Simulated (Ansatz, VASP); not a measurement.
## Two plane-wave programs on CdS

Contents of INCAR:

```
SYSTEM = CdS
  PREC = Accurate
  ENCUT = 520
  EDIFF = 1E-7
  ISMEAR = 0
  SIGMA = 0.02
  LREAL = .False.
  LASPH = .True.
  NELM = 60
  ALGO = Normal
  ISIF = 2
  LWAVE = .False.
  LCHARG = .True.
  GGA = PE
  LELF = .True.
  LVHAR = .True.
  NBANDS = 16
```

KPOINTS

```
Automatic mesh
0
Gamma
  8 8 8
  0 0 0
```

The input POSCAR:

```
CdS
1.0
    0.0000000000      2.6321823000      2.6321823000
    2.9813823000     -0.3492000000      2.9813823000
    2.6321823000      2.6321823000      0.0000000000
Cd S
1 1
Direct
   -0.0148801616      0.0446404847     -0.0148801616
    0.7648801616      0.7053595153      0.7648801616
```

Input for Ansatz:

```yaml
crystal:
  lattice:
    - [0.0, 2.6321823, 2.6321823]
    - [2.9813823, -0.3492, 2.9813823]
    - [2.6321823, 2.6321823, 0.0]
  atoms:
    - { symbol: Cd, position: [-0.0148801616, 0.0446404847, -0.0148801616] }
    - { symbol: S, position: [0.7648801616, 0.7053595153, 0.7648801616] }
basis:
  ecutwfc: 420
kpoints:
  mp_grid: { grid: [8, 8, 8] }
hamiltonian:
  xc: pbe
scf:
  occupations: { method: gaussian, width: 0.02 }
output:
  forces: true
  stress: true
  eigenvalues: true
```

Alike in both runs: task single point; functional PBE; k mesh 8 × 8 × 8; occupations gaussian, width 0.02 eV; no spin polarisation.

```csv
,VASP,Ansatz
version,VASP 6.6.1,Ansatz 0.2.0
potentials or method,"VASP PAW PBE potentials, release 64 (Cd, S), cutoff 520 eV","scalar-relativistic, plane waves, PAW"
valence electrons in the cell,18,26
```

Ansatz gave:

* gap on the k mesh at the Fermi level (eV): 0.50
* least direct gap on the mesh (eV): 0.50
* pressure (GPa): 10.8
* traceless stress, the component that is largest in VASP (GPa): 2.38
* rms of the force components (eV/Å): 0.148

Task: What did VASP give for the same quantities?

Result: gap on the k mesh at the Fermi level (eV): 0.50; least direct gap on the mesh (eV): 0.50; pressure (GPa): 11.3; traceless stress, the component that is largest in VASP (GPa): 2.32; rms of the force components (eV/Å): 0.143.

Atom by atom the forces differ by 0.005 eV/Å (rms over components). VASP's potentials hold 18 valence electrons a cell and Ansatz's 26, so a difference there can come from the potentials and not from the codes.
